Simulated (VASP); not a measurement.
Input of a VASP 6.6.1 run:

Contents of INCAR:

```
SYSTEM = F
PREC     = Accurate       ! precision mode
ENCUT    = 520            ! plane-wave cutoff, eV
EDIFF    = 1E-6           ! SCF threshold, eV
ISMEAR   = 0              ! smearing method
SIGMA    = 0.02           ! smearing width, eV
LREAL    = .FALSE.        ! projectors in reciprocal space
LASPH    = .TRUE.         ! aspherical terms in the spheres
NELM     = 100            ! most SCF steps
ALGO     = Normal         ! electronic algorithm
ISIF     = 2              ! what is computed and relaxed
LWAVE    = .FALSE.        ! write WAVECAR
LCHARG   = .TRUE.         ! write CHGCAR
GGA      = PE             ! functional
LELF     = .TRUE.         ! ELF
LVHAR    = .TRUE.       
NBANDS   = 22             ! bands
```

Contents of KPOINTS:

```
regular mesh
0
G
  10 10 4
  0 0 0
```

The input POSCAR:

```
F
1.0
    2.9233230000     -1.5553742000     -0.1493850000
    3.0194270000      1.7165242000      0.0474150000
   -1.7902028306      0.3820161040      7.6003638327
F
4
Direct
    0.9565416602      0.6344928797      0.0992601703
    0.4309199359      0.0177857895      0.3942407480
    0.0349414554      0.4031609676      0.9039760211
    0.5775987668      0.9445621814      0.6025230606
```

Potentials or basis: VASP PAW PBE potentials, release 64 (F).

Command:

```bash
$ cat potpaw_PBE.64/F/POTCAR > POTCAR
$ mpirun -np 1 vasp_std > vasp.out
```

(1) Predict the largest force.

(2) Predict the band gap on the k mesh.

(3) Estimate the pressure.

## Answers

(1) 3.591 eV/Å.

(2) 1.07 eV.

(3) -8.6 GPa.

Caveat: the cell differs from its parent crystal (strained and its atoms moved); the stress differs along the axes, from -23 to -0 GPa; forces of over 1 eV/Å act on the atoms, so gaps and moduli don't describe the material at rest.
